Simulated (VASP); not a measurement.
# W (P6/mmm) in VASP: further runs, part 2 of 3

VASP 6.6.1. The steps go on from the part before.

### 3 Single point, LDA (volume scaled by 0.96)

File INCAR:

```
ALGO = Normal
EDIFF = 1E-6
ENCUT = 520
GGA = CA
ISIF = 2
ISMEAR = -1
LASPH = T
LCHARG = T
LELF = T
LREAL = F
LVHAR = T
LWAVE = F
NBANDS = 28
NELM = 100
PREC = Accurate
SIGMA = 0.1
```

File KPOINTS:

```
k-points
0
Gamma
  9 9 14
```

File POSCAR:

```
W
1.0
    4.5511423916      0.0000000000      0.0000000000
   -2.2755711958      3.9414049274      0.0000000000
    0.0000000000      0.0000000000      2.5308986659
W
3
Direct
    0.0000000000      0.0000000000      0.0000000000
    0.3333333333      0.6666666667      0.5000000000
    0.6666666667      0.3333333333      0.5000000000
```

Potentials or basis: VASP PAW LDA potentials, release 64 (W_sv).

Run with:

```
> cat potpaw_LDA.64/W_sv/POTCAR > POTCAR
> mpirun -np 1 vasp_std > vasp.out
```

OUTCAR:

```text
EDIFF = 1E-6
   ENCUT = 520
   GGA = CA
   ISIF = 2
   ISMEAR = -1
   LASPH = T
   LREAL = F
   NELM = 100
   PREC = Accurate

 ion  position               nearest neighbor table
   1  0.000  0.000  0.000-   2 2.92   3 2.92   2 2.92   3 2.92   3 2.92   3 2.92   2 2.92   2 2.92
                             3 2.92   3 2.92   2 2.92   2 2.92
   2  0.333  0.667  0.500-   3 2.63   3 2.63   3 2.63   1 2.92   1 2.92   1 2.92   1 2.92   1 2.92
                             1 2.92
   3  0.667  0.333  0.500-   2 2.63   2 2.63   2 2.63   1 2.92   1 2.92   1 2.92   1 2.92   1 2.92
                             1 2.92

  LATTYP: Found a hexagonal cell.
 ALAT       =     4.5511423916
 C/A-ratio  =     0.5561018417

  Lattice vectors:

 A1 = (   4.5511423916,   0.0000000000,   0.0000000000)
 A2 = (  -2.2755711958,   3.9414049274,   0.0000000000)
 A3 = (   0.0000000000,   0.0000000000,   2.5308986659)

Analysis of symmetry for initial positions (statically):
=====================================================================
 Subroutine PRICEL returns:
 Original cell was already a primitive cell.

 Routine SETGRP: Setting up the symmetry group for a
 hexagonal supercell.

 Subroutine GETGRP returns: Found 24 space group operations
 (whereof 24 operations were pure point group operations)
 out of a pool of 24 trial point group operations.

The static configuration has the point symmetry D_6h.

Analysis of symmetry for dynamics (positions and initial velocities):
=====================================================================
 Subroutine PRICEL returns:
 Original cell was already a primitive cell.

 Routine SETGRP: Setting up the symmetry group for a
 hexagonal supercell.

 Subroutine GETGRP returns: Found 24 space group operations
 (whereof 24 operations were pure point group operations)
 out of a pool of 24 trial point group operations.

The dynamic configuration has the point symmetry D_6h.

 Subroutine INISYM returns: Found 24 space group operations
 (whereof 24 operations are pure point group operations),
 and found     1 'primitive' translations

----------------------------------------------------------------------------------------

                                     Primitive cell

  volume of cell :      45.3990

  direct lattice vectors                    reciprocal lattice vectors
     4.551142392  0.000000000  0.000000000     0.219725052  0.126858318  0.000000000
    -2.275571196  3.941404927  0.000000000     0.000000000  0.253716636  0.000000000
     0.000000000  0.000000000  2.530898666     0.000000000  0.000000000  0.395116570

  length of vectors
     4.551142392  4.551142392  2.530898666     0.253716636  0.253716636  0.395116570

  position of ions in fractional coordinates (direct lattice)
     0.000000000  0.000000000  0.000000000
     0.333333333  0.666666667  0.500000000
     0.666666667  0.333333333  0.500000000

  ion indices of the primitive-cell ions
   primitive index   ion index
                 1           1
                 2           2
                 3           3

----------------------------------------------------------------------------------------

 KPOINTS: k-points

Automatic generation of k-mesh.
 Grid dimensions read from file:
 generate k-points for:    9    9   14

 Generating k-lattice:

  Cartesian coordinates                     Fractional coordinates (reciprocal lattice)
     0.024413895  0.014095369  0.000000000     0.111111111  0.000000000  0.000000000
     0.000000000  0.028190737  0.000000000     0.000000000  0.111111111  0.000000000
     0.000000000  0.000000000  0.028222612     0.000000000  0.000000000  0.071428571

  Length of vectors
     0.028190737  0.028190737  0.028222612

  Shift w.r.t. Gamma in fractional coordinates (k-lattice)
     0.000000000  0.000000000  0.000000000

 Subroutine IBZKPT returns following result:
 ===========================================

 Found     96 irreducible k-points:

 Following reciprocal coordinates:
            Coordinates               Weight
  0.000000  0.000000  0.000000      1.000000
  0.111111  0.000000  0.000000      6.000000
  0.222222  0.000000  0.000000      6.000000
  0.333333  0.000000  0.000000      6.000000
  0.444444  0.000000  0.000000      6.000000
  0.111111  0.111111  0.000000      6.000000
[... 16 lines left out ...]
  0.333333  0.222222  0.071429     24.000000
  0.333333  0.333333  0.071429      4.000000
 [... further k-points ...]
   k-points           NKPTS =     96   k-points in BZ     NKDIM =     96   number of bands    NBANDS=     28
   number of dos      NEDOS =    301   number of ions     NIONS =      3
   total plane-waves  NPLWV =  25920
   dimension x,y,z NGX =    36 NGY =   36 NGZ =   20
   dimension x,y,z NGXF=    72 NGYF=   72 NGZF=   40
   ions per type =               3
   NGX,Y,Z   is equivalent  to a cutoff of  13.15, 13.15, 13.14 a.u.
   NGXF,Y,Z  is equivalent  to a cutoff of  26.30, 26.30, 26.27 a.u.
 SYSTEM =  unknown system
   PREC   = accura    normal or accurate (medium, high low for compatibility)
   ISTART =      0    job   : 0-new  1-cont  2-samecut
   ICHARG =      2    charge: 1-file 2-atom 10-const
   ISPIN  =      1    spin polarized calculation?
   LNONCOLLINEAR =      F non collinear calculations
   LSORBIT =      F    spin-orbit coupling
   LASPH  =      T    aspherical Exc in radial PAW
   ENCUT  =  520.0 eV  38.22 Ry    6.18 a.u.   8.46  8.46  4.71*2*pi/ulx,y,z
   NELM   =    100;   NELMIN=  2; NELMDL= -5     # of ELM steps
   EDIFF  = 0.1E-05   stopping-criterion for ELM
   LREAL  =      F    real-space projection
   EDIFFG = 0.1E-04   stopping-criterion for IOM
   NSW    =      0    number of steps for IOM
   IBRION =     -1    ionic relax: 0-MD 1-quasi-New 2-CG
   NFREE  =      0    steps in history (QN), initial steepest desc. (CG)
   ISIF   =      2    stress and relaxation
   ISYM   =      2    0-nonsym 1-usesym 2-fastsym
   POTIM  = 0.5000    time-step for ionic-motion
   TEBEG  =    0.0;   TEEND  =   0.0 temperature during run
   PSTRESS=    0.0 pullay stress
   NELECT =      42.0000    total number of electrons
   NUPDOWN=      -1.0000    fix difference up-down
   EMIN   =  10.00;   EMAX   =-10.00  energy-range for DOS
   EFERMI =   0.00;   METHOD = LEGACY
   ISMEAR =    -1;   SIGMA  =   0.10  broadening in eV -4-tet -1-fermi 0-gaus
   EFERMI_NEDOS =   21; number of points for ismear=-14 and -15
   IALGO  =     38    algorithm
   IMIX   =      4    mixing-type and parameters
     AMIX     =   0.40;   BMIX     =  1.00
     AMIX_MAG =   1.60;   BMIX_MAG =  1.00
  volume/ion in A,a.u.               =      15.13       102.12
  Fermi-wavevector in a.u.,A,eV,Ry     =   1.595178  3.014450 34.621293  2.544593
  Thomas-Fermi vector in A             =   2.693137
   LORBIT       =      0    0 simple, 1 ext, 2 COOP (PROOUT), +10 PAW based schemes
   GGA     = CA    functional components
   LHFCALC =     F    Hartree Fock is set to
   AEXX    =    0.0000 exact exchange contribution
   IVDW    =     0    specifies the selected vdW correction
   LEPSILON=     F    determine dielectric tensor
   LRPA    =     F    only Hartree local field effects (RPA)
 non-spin polarized calculation
  energy-cutoff  :      520.00
  volume of cell :       45.40
 maximum number of plane-waves:      1251
 NGX is ok and might be reduce to    36
   NGX = 17   NGY = 17   NGZ =  9

 number of electron      41.9999992 magnetization

 Free energy of the ion-electron system (eV)
  ---------------------------------------------------
  ext. energy  EPLUGINS =         0.00000000
  ---------------------------------------------------
  free energy    TOTEN  =       -40.63178125 eV

  energy without entropy =      -40.52387026  energy(sigma->0) =      -40.57782575

 E-fermi :  11.8094     XC(G=0): -14.0647

 val. band max:       11.8089897469   @ k =   0.1111   0.0000   0.3571
 cond. band min:      11.8113586036   @ k =   0.3333   0.1111   0.2857
 fundamental gap:      0.0023688567
 Fermi energy:        11.8094439069

 k-point     1 :       0.0000    0.0000    0.0000
  band No.  band energies     occupation
      1     -61.6824      2.00000
      2     -61.4986      2.00000
      3     -61.3645      2.00000
      4     -26.4767      2.00000
      5     -26.4767      2.00000
      6     -26.3690      2.00000
[... 20 lines left out ...]
     27      17.7323      0.00000
     28      17.7323      0.00000
[... 683 lines left out ...]
 k-point    24 :       0.3333    0.3333    0.0714
  band No.  band energies     occupation
      1     -61.6532      2.00000
      2     -61.4351      2.00000
      3     -61.4351      2.00000
      4     -26.5837      2.00000
      5     -26.4479      2.00000
      6     -26.4479      2.00000
[... 20 lines left out ...]
     27      15.9379      0.00000
     28      16.7057      0.00000

 [... further k-points ...]
[... 5 lines left out ...]
  --------------------------------------------------------------------------------------
  -------------------------------------------------------------------------------------
  Total        4.5345602      4.5345602      4.7134080      0.0000000     -0.0000000      0.0000000
  in kB      160.0293065    160.0293065    166.3410272      0.0000000     -0.0000000      0.0000000
  external PRESSURE =     162.1332134 kB  Pullay stress =       0.0000000 kB

 VOLUME and BASIS-vectors are now :
 -----------------------------------------------------------------------------
  energy-cutoff  :      520.00
  volume of cell :       45.40
      direct lattice vectors                 reciprocal lattice vectors
     4.551142392  0.000000000  0.000000000     0.219725052  0.126858318  0.000000000
    -2.275571196  3.941404927  0.000000000     0.000000000  0.253716636  0.000000000
     0.000000000  0.000000000  2.530898666     0.000000000  0.000000000  0.395116570

 POSITION                                       TOTAL-FORCE (eV/Angst)
 -----------------------------------------------------------------------------------
      0.00000      0.00000      0.00000        -0.000000      0.000000      0.000000
     -0.00000      2.62760      1.26545        -0.000000      0.000000     -0.000000
      2.27557      1.31380      1.26545         0.000000     -0.000000      0.000000
 -----------------------------------------------------------------------------------
    total drift:                                0.000000      0.000000     -0.000000

  FREE ENERGIE OF THE ION-ELECTRON SYSTEM (eV)
  ---------------------------------------------------
  free  energy   TOTEN  =       -40.6317812541 eV

  energy  without entropy=      -40.5238702556  energy(sigma->0) =      -40.57782575
```

Wall time 35 s (1 thread of Intel Xeon 6975P-C (Granite Rapids), shared host); peak memory 0.21 GiB.

Results:

```yaml
Free_energy: -40.6318 eV
Pressure: 16.2 GPa
Band_gap_on_the_k_mesh: zero (band 21 reaches 12.41 eV, above the bottom of band 22 at 11.29 eV)
```

Stress tensor (GPa, compression positive):
```
16.00  0.00  0.00
 0.00 16.00  0.00
 0.00  0.00 16.63
```

Caveat: spin-orbit coupling is left out, which moves the levels of the heavy elements.

### 4 Single point, LDA (volume scaled by 1.04)

File INCAR:

```
SYSTEM = W
PREC = Accurate ; ENCUT = 520
EDIFF = 1E-6 ; ISMEAR = -1
SIGMA = 0.1 ; LREAL = .False.
LASPH = .True. ; NELM = 80
ALGO = Normal ; ISIF = 2
LWAVE = .False. ; LCHARG = .True.
LELF = .True. ; LVHAR = .True.
NBANDS = 28
```

File KPOINTS:

```
Automatic mesh
0
Gamma
  9 9 14
  0 0 0
```

File POSCAR:

```
W
1.0
    4.6742053940      0.0000000000      0.0000000000
   -2.3371026970      4.0479806137      0.0000000000
    0.0000000000      0.0000000000      2.5993342281
W
3
Direct
    0.0000000000      0.0000000000      0.0000000000
    0.3333333333      0.6666666667      0.5000000000
    0.6666666667      0.3333333333      0.5000000000
```

Run with:

```
> cat potpaw_LDA.64/W_sv/POTCAR > POTCAR
> mpirun -np 1 vasp_std > vasp.out
```

Wall time 40 s (1 thread of Intel Xeon 6975P-C (Granite Rapids), shared host); peak memory 0.21 GiB.

It converged, with:

```
Free energy            : -40.6953 eV
Pressure               : -9.3 GPa
Band gap on the k mesh : zero (band 21 reaches 11.11 eV, above the bottom of band 22 at 10.17 eV)
```

Stress tensor (GPa, compression positive):
```
 -8.48   0.00   0.00
  0.00  -8.48   0.00
  0.00   0.00 -10.90
```

Levels at points of the mesh, in eV from the Fermi level:
| k point | band 17 | band 18 | band 19 | band 20 | band 21 | band 22 | band 23 | band 24 | band 25 | band 26 |
| --- | --- | --- | --- | --- | --- | --- | --- | --- | --- | --- |
| (0.00, 0.00, 0.00) | -2.46 | -2.42 | -2.42 | -2.30 | -0.35 | -0.35 | 2.10 | 2.10 | 2.17 | 2.17 |
| (0.00, 0.00, 0.50) | -4.14 | -2.56 | -1.11 | -1.11 | 0.22 | 0.22 | 3.12 | 3.12 | 3.97 | 3.97 |

Caveat: spin-orbit coupling is left out, which moves the levels of the heavy elements.

### 5 Single point, LDA (volume scaled by 1.12)

File INCAR:

```
  ALGO = Normal
  EDIFF = 1E-6
  ENCUT = 520
  GGA = CA
  ISIF = 2
  ISMEAR = -1
  LASPH = T
  LCHARG = F
  LREAL = F
  LWAVE = F
  NBANDS = 28
  NELM = 100
  PREC = Accurate
  SIGMA = 0.1
```

File KPOINTS:

```
k-points
0
Gamma
  9 9 14
```

File POSCAR:

```
W
1.0
    4.7911086543      0.0000000000      0.0000000000
   -2.3955543271      4.1492218069      0.0000000000
    0.0000000000      0.0000000000      2.6643443465
W
3
Direct
    0.0000000000      0.0000000000      0.0000000000
    0.3333333333      0.6666666667      0.5000000000
    0.6666666667      0.3333333333      0.5000000000
```

Run with:

```
> cat potpaw_LDA.64/W_sv/POTCAR > POTCAR
> mpirun -np 1 vasp_std > vasp.out
```

It took 45 s on 1 thread of Intel Xeon 6975P-C (Granite Rapids), shared host; peak memory 0.22 GiB.

The run converged. Its results:

* Free energy: -40.2657 eV
* Pressure: -26.1 GPa
* Band gap on the k mesh: zero (band 21 reaches 10.04 eV, above the bottom of band 22 at 9.20 eV)

Stress tensor (GPa, compression positive):
```
-24.71   0.00   0.00
  0.00 -24.71   0.00
  0.00   0.00 -28.91
```

Levels at points of the mesh, in eV from the Fermi level:
```
           k point  band 17  band 18  band 19  band 20  band 21  band 22  band 23  band 24  band 25  band 26
(0.00, 0.00, 0.00)    -2.30    -2.24    -2.24    -2.08    -0.27    -0.27     1.95     1.95     2.02     2.02
(0.00, 0.00, 0.50)    -3.90    -2.48    -0.95    -0.95     0.19     0.19     2.82     2.82     3.60     3.60
```

Caveat: spin-orbit coupling is left out, which moves the levels of the heavy elements.

(Part 2 of 3 ends here.)
